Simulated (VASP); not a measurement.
# Te2Mo (P6_3/mmc) in VASP: settings compared

Te2Mo is run at these levels: PBEsol, r2SCAN; tasks: single point.

Program: VASP 6.6.1. These are calculated values, not measurements. Logs are shortened: lines on timing, memory, paths and dates and some standing lists are left out, and cuts for length are marked.

**1. The cell of the first run**

Symmetry: P6_3/mmc, No. 194, hexagonal system. Conventional cell: a = 3.542 Å, b = 3.542 Å, c = 14.177 Å, α = 90.00°, β = 90.00°, γ = 120.00°. Within 3.6 Å of Mo (site symmetry -6m2) lie 6 Te at 2.72 Å and 6 Mo at 3.54 Å. Te (site symmetry 3m) has 3 Mo at 2.72 Å and 7 Te at 3.54 to 3.59 Å within 3.6 Å.

**2. Single point, PBEsol**

Input file INCAR:

```
PREC     = Accurate       # precision mode
ENCUT    = 500            # plane-wave cutoff, eV
EDIFF    = 1E-6           # SCF threshold, eV
ISMEAR   = 0              # smearing method
SIGMA    = 0.01           # smearing width, eV
LREAL    = False          # projectors in reciprocal space
LASPH    = True           # aspherical terms in the spheres
NELM     = 120            # most SCF steps
ALGO     = Normal         # electronic algorithm
ISIF     = 2              # what is computed and relaxed
LWAVE    = False          # write WAVECAR
LCHARG   = True           # write CHGCAR
GGA      = PS             # functional
LELF     = True           # ELF
LVHAR    = True         
NBANDS   = 35             # bands
GGA_COMPAT= False
```

Input file KPOINTS:

```
regular mesh
0
Gamma
  6 6 2
```

Input file POSCAR:

```
Te2Mo
1.0
    3.5421311219      0.0000000000      0.0000000000
   -1.7710655610      3.0675755351      0.0000000000
    0.0000000000      0.0000000000     14.1766718530
Mo Te
2 4
Direct
    0.3333333333      0.6666666667      0.2500000000
    0.6666666667      0.3333333333      0.7500000000
    0.6666666667      0.3333333333      0.3765845064
    0.6666666667      0.3333333333      0.1234154936
    0.3333333333      0.6666666667      0.8765845064
    0.3333333333      0.6666666667      0.6234154936
```

Potentials or basis: VASP PAW PBE potentials, release 64 (Mo_sv, Te).

Launch:

```sh
cat potpaw_PBE.64/Mo_sv/POTCAR potpaw_PBE.64/Te/POTCAR > POTCAR
mpirun -np 1 vasp_std > vasp.out
```

OUTCAR:

```text
PREC = Accurate
   ENCUT = 500
   EDIFF = 1E-6
   ISMEAR = 0
   LREAL = False
   LASPH = True
   NELM = 120
   ISIF = 2
   GGA = PS

 ion  position               nearest neighbor table
   1  0.333  0.667  0.250-   3 2.72   4 2.72   3 2.72   4 2.72   3 2.72   4 2.72
   2  0.667  0.333  0.750-   5 2.72   6 2.72   5 2.72   6 2.72   5 2.72   6 2.72
   3  0.667  0.333  0.377-   1 2.72   1 2.72   1 2.72   4 3.59
   4  0.667  0.333  0.123-   1 2.72   1 2.72   1 2.72   3 3.59
   5  0.333  0.667  0.877-   2 2.72   2 2.72   2 2.72   6 3.59
   6  0.333  0.667  0.623-   2 2.72   2 2.72   2 2.72   5 3.59

  LATTYP: Found a hexagonal cell.
 ALAT       =     3.5421311219
 C/A-ratio  =     4.0023001309

  Lattice vectors:

 A1 = (   3.5421311219,   0.0000000000,   0.0000000000)
 A2 = (  -1.7710655610,   3.0675755351,   0.0000000000)
 A3 = (   0.0000000000,   0.0000000000,  14.1766718530)

Analysis of symmetry for initial positions (statically):
=====================================================================
 Subroutine PRICEL returns:
 Original cell was already a primitive cell.

 Routine SETGRP: Setting up the symmetry group for a
 hexagonal supercell.

 Subroutine GETGRP returns: Found 24 space group operations
 (whereof 12 operations were pure point group operations)
 out of a pool of 24 trial point group operations.

The static configuration has the point symmetry D_3d.
 The point group associated with its full space group is D_6h.

Analysis of symmetry for dynamics (positions and initial velocities):
=====================================================================
 Subroutine PRICEL returns:
 Original cell was already a primitive cell.

 Routine SETGRP: Setting up the symmetry group for a
 hexagonal supercell.

 Subroutine GETGRP returns: Found 24 space group operations
 (whereof 12 operations were pure point group operations)
 out of a pool of 24 trial point group operations.

The dynamic configuration has the point symmetry D_3d.
 The point group associated with its full space group is D_6h.

 Subroutine INISYM returns: Found 24 space group operations
 (whereof 12 operations are pure point group operations),
 and found     1 'primitive' translations

----------------------------------------------------------------------------------------

                                     Primitive cell

  volume of cell :     154.0402

  direct lattice vectors                    reciprocal lattice vectors
     3.542131122  0.000000000  0.000000000     0.282315918  0.162995171  0.000000000
    -1.771065561  3.067575535  0.000000000     0.000000000  0.325990343  0.000000000
     0.000000000  0.000000000 14.176671853     0.000000000  0.000000000  0.070538418

  length of vectors
     3.542131122  3.542131122 14.176671853     0.325990343  0.325990343  0.070538418

  position of ions in fractional coordinates (direct lattice)
     0.333333333  0.666666667  0.250000000
     0.666666667  0.333333333  0.750000000
     0.666666667  0.333333333  0.376584506
     0.666666667  0.333333333  0.123415494
     0.333333333  0.666666667  0.876584506
     0.333333333  0.666666667  0.623415494

  ion indices of the primitive-cell ions
   primitive index   ion index
                 1           1
                 2           2
                 3           3
                 4           4
                 5           5
                 6           6

----------------------------------------------------------------------------------------

 KPOINTS: regular mesh

Automatic generation of k-mesh.
 Grid dimensions read from file:
 generate k-points for:    6    6    2

 Generating k-lattice:

  Cartesian coordinates                     Fractional coordinates (reciprocal lattice)
     0.047052653  0.027165862  0.000000000     0.166666667  0.000000000  0.000000000
     0.000000000  0.054331724  0.000000000     0.000000000  0.166666667  0.000000000
     0.000000000  0.000000000  0.035269209     0.000000000  0.000000000  0.500000000

  Length of vectors
     0.054331724  0.054331724  0.035269209

  Shift w.r.t. Gamma in fractional coordinates (k-lattice)
     0.000000000  0.000000000  0.000000000

 Subroutine IBZKPT returns following result:
 ===========================================

 Found     14 irreducible k-points:

 Following reciprocal coordinates:
            Coordinates               Weight
  0.000000  0.000000  0.000000      1.000000
  0.166667  0.000000  0.000000      6.000000
  0.333333  0.000000  0.000000      6.000000
  0.500000  0.000000  0.000000      3.000000
  0.166667  0.166667  0.000000      6.000000
  0.333333  0.166667  0.000000     12.000000
  0.333333  0.333333  0.000000      2.000000
  0.000000  0.000000  0.500000      1.000000
  0.166667  0.000000  0.500000      6.000000
  0.333333  0.000000  0.500000      6.000000
  0.500000  0.000000  0.500000      3.000000
  0.166667  0.166667  0.500000      6.000000
  0.333333  0.166667  0.500000     12.000000
  0.333333  0.333333  0.500000      2.000000
   k-points           NKPTS =     14   k-points in BZ     NKDIM =     14   number of bands    NBANDS=     35
   number of dos      NEDOS =    301   number of ions     NIONS =      6
   total plane-waves  NPLWV =  84672
   dimension x,y,z NGX =    28 NGY =   28 NGZ =  108
   dimension x,y,z NGXF=    56 NGYF=   56 NGZF=  216
   ions per type =               2   4
   NGX,Y,Z   is equivalent  to a cutoff of  13.14, 13.14, 12.66 a.u.
   NGXF,Y,Z  is equivalent  to a cutoff of  26.28, 26.28, 25.33 a.u.
 SYSTEM =  unknown system
   PREC   = accura    normal or accurate (medium, high low for compatibility)
   ISTART =      0    job   : 0-new  1-cont  2-samecut
   ICHARG =      2    charge: 1-file 2-atom 10-const
   ISPIN  =      1    spin polarized calculation?
   LNONCOLLINEAR =      F non collinear calculations
   LSORBIT =      F    spin-orbit coupling
   LASPH  =      T    aspherical Exc in radial PAW
   ENCUT  =  500.0 eV  36.75 Ry    6.06 a.u.   6.46  6.46 25.85*2*pi/ulx,y,z
   NELM   =    120;   NELMIN=  2; NELMDL= -5     # of ELM steps
   EDIFF  = 0.1E-05   stopping-criterion for ELM
   LREAL  =      F    real-space projection
   EDIFFG = 0.1E-04   stopping-criterion for IOM
   NSW    =      0    number of steps for IOM
   IBRION =     -1    ionic relax: 0-MD 1-quasi-New 2-CG
   NFREE  =      0    steps in history (QN), initial steepest desc. (CG)
   ISIF   =      2    stress and relaxation
   ISYM   =      2    0-nonsym 1-usesym 2-fastsym
   POTIM  = 0.5000    time-step for ionic-motion
   TEBEG  =    0.0;   TEEND  =   0.0 temperature during run
   PSTRESS=    0.0 pullay stress
   NELECT =      52.0000    total number of electrons
   NUPDOWN=      -1.0000    fix difference up-down
   EMIN   =  10.00;   EMAX   =-10.00  energy-range for DOS
   EFERMI =   0.00;   METHOD = LEGACY
   ISMEAR =     0;   SIGMA  =   0.01  broadening in eV -4-tet -1-fermi 0-gaus
   EFERMI_NEDOS =   21; number of points for ismear=-14 and -15
   IALGO  =     38    algorithm
   IMIX   =      4    mixing-type and parameters
     AMIX     =   0.40;   BMIX     =  1.00
     AMIX_MAG =   1.60;   BMIX_MAG =  1.00
  volume/ion in A,a.u.               =      25.67       173.25
  Fermi-wavevector in a.u.,A,eV,Ry     =   1.139894  2.154088 17.678850  1.299359
  Thomas-Fermi vector in A             =   2.276597
   LORBIT       =      0    0 simple, 1 ext, 2 COOP (PROOUT), +10 PAW based schemes
   GGA     = PS    functional components
   LHFCALC =     F    Hartree Fock is set to
   AEXX    =    0.0000 exact exchange contribution
   IVDW    =     0    specifies the selected vdW correction
   LEPSILON=     F    determine dielectric tensor
   LRPA    =     F    only Hartree local field effects (RPA)
 non-spin polarized calculation
 Gauss-broadening in eV      SIGMA  =   0.01
  energy-cutoff  :      500.00
  volume of cell :      154.04
 maximum number of plane-waves:      3943
 NGX is ok and might be reduce to    28
   NGX = 13   NGY = 13   NGZ = 51

 number of electron      52.0000003 magnetization

 Free energy of the ion-electron system (eV)
  ---------------------------------------------------
  ext. energy  EPLUGINS =         0.00000000
  ---------------------------------------------------
  free energy    TOTEN  =       -39.36221769 eV

  energy without entropy =      -39.36221769  energy(sigma->0) =      -39.36221769

 E-fermi :   7.6966     XC(G=0): -10.4192

 val. band max:        7.6404887995   @ k =   0.0000   0.0000   0.0000
 cond. band min:       8.4951084122   @ k =   0.1667   0.1667   0.0000
 fundamental gap:      0.8546196128
 Fermi energy:         7.6965942246

 k-point     1 :       0.0000    0.0000    0.0000
  band No.  band energies     occupation
      1     -53.0968      2.00000
      2     -53.0967      2.00000
      3     -27.2822      2.00000
      4     -27.2821      2.00000
      5     -27.1668      2.00000
      6     -27.1668      2.00000
[... 27 lines left out ...]
     34      10.9668      0.00000
     35      13.1013      0.00000

 k-point     2 :       0.1667    0.0000    0.0000
  band No.  band energies     occupation
      1     -53.0945      2.00000
      2     -53.0945      2.00000
      3     -27.2753      2.00000
      4     -27.2753      2.00000
      5     -27.1976      2.00000
      6     -27.1976      2.00000
[... 27 lines left out ...]
     34      10.9723      0.00000
     35      13.8675      0.00000

 k-point     3 :       0.3333    0.0000    0.0000
  band No.  band energies     occupation
      1     -53.0900      2.00000
      2     -53.0900      2.00000
      3     -27.2616      2.00000
      4     -27.2616      2.00000
      5     -27.2588      2.00000
      6     -27.2588      2.00000
[... 27 lines left out ...]
     34      11.3512      0.00000
     35      12.5850      0.00000
[... 343 lines left out ...]
 k-point    13 :       0.3333    0.1667    0.5000
  band No.  band energies     occupation
      1     -53.0877      2.00000
      2     -53.0877      2.00000
      3     -27.2739      2.00000
      4     -27.2739      2.00000
      5     -27.2548      2.00000
      6     -27.2548      2.00000
[... 27 lines left out ...]
     34      11.0845      0.00000
     35      12.5447      0.00000

 k-point    14 :       0.3333    0.3333    0.5000
  band No.  band energies     occupation
      1     -53.0866      2.00000
      2     -53.0866      2.00000
      3     -27.2601      2.00000
      4     -27.2601      2.00000
      5     -27.2513      2.00000
      6     -27.2513      2.00000
[... 27 lines left out ...]
     34      11.2410      0.00000
     35      12.5338      0.00000

------------------------ aborting loop because EDIFF is reached ----------------------------------------

  FORCE on cell =-STRESS in cart. coord.  units (eV):
  Direction    XX          YY          ZZ          XY          YZ          ZX
  --------------------------------------------------------------------------------------
  -------------------------------------------------------------------------------------
  Total       -2.2227158     -2.2227158     -0.9221059      0.0000000      0.0000000     -0.0000000
  in kB      -23.1185358    -23.1185358     -9.5908520      0.0000000      0.0000000     -0.0000000
  external PRESSURE =     -18.6093079 kB  Pullay stress =       0.0000000 kB

 VOLUME and BASIS-vectors are now :
 -----------------------------------------------------------------------------
  energy-cutoff  :      500.00
  volume of cell :      154.04
      direct lattice vectors                 reciprocal lattice vectors
     3.542131122  0.000000000  0.000000000     0.282315918  0.162995171  0.000000000
    -1.771065561  3.067575535  0.000000000     0.000000000  0.325990343  0.000000000
     0.000000000  0.000000000 14.176671853     0.000000000  0.000000000  0.070538418

 POSITION                                       TOTAL-FORCE (eV/Angst)
 -----------------------------------------------------------------------------------
     -0.00000      2.04505      3.54417         0.000000      0.000000      0.000000
      1.77107      1.02253     10.63250         0.000000     -0.000000      0.000000
      1.77107      1.02253      5.33871        -0.000000      0.000000     -0.044194
      1.77107      1.02253      1.74962        -0.000000      0.000000      0.044194
     -0.00000      2.04505     12.42705        -0.000000      0.000000     -0.044194
     -0.00000      2.04505      8.83796        -0.000000      0.000000      0.044194
 -----------------------------------------------------------------------------------
    total drift:                               -0.000000      0.000000     -0.000000

  FREE ENERGIE OF THE ION-ELECTRON SYSTEM (eV)
  ---------------------------------------------------
  free  energy   TOTEN  =       -39.3622176858 eV

  energy  without entropy=      -39.3622176858  energy(sigma->0) =      -39.36221769
```

It took 3.3 min on 1 thread of Intel Xeon 8259CL, shared host; peak memory 0.3 GiB.

Results:

```yaml
Free_energy: -39.3622 eV
Pressure: -1.9 GPa
Largest_force: 0.044 eV/Å
Band_gap_on_the_k_mesh: 0.85 eV (least direct gap 1.00 eV)
```

Forces on the atoms (eV/Å):
```
Mo   0.000  0.000  0.000
Mo   0.000  0.000  0.000
Te   0.000  0.000 -0.044
Te   0.000  0.000  0.044
Te   0.000  0.000 -0.044
Te   0.000  0.000  0.044
```

Stress tensor (GPa, compression positive):
```
-2.31  0.00  0.00
 0.00 -2.31  0.00
 0.00  0.00 -0.96
```

Levels at points of the mesh, in eV from the valence-band top:
| k point | band 24 | band 25 | band 26 | band 27 | band 28 | band 29 |
| --- | --- | --- | --- | --- | --- | --- |
| (0.00, 0.00, 0.00) | -0.98 | -0.39 | 0.00 | 2.87 | 2.87 | 2.98 |
| (0.50, 0.00, 0.00) | -0.93 | -0.61 | -0.38 | 1.22 | 1.28 | 1.44 |
| (0.00, 0.00, 0.50) | -1.06 | -0.10 | -0.10 | 2.91 | 2.91 | 2.91 |
| (0.50, 0.00, 0.50) | -0.94 | -0.50 | -0.50 | 1.25 | 1.25 | 1.60 |

Caveat: the PAW data sets were made with another functional, which shifts forces and pressure a little; spin-orbit coupling is left out, which moves the levels of the heavy elements; this functional lacks dispersion, which binds layers or chains, so the pressure and a relaxed spacing across them are unreliable. A k mesh can miss the band edges.

(Part 1 of 2 ends here.)
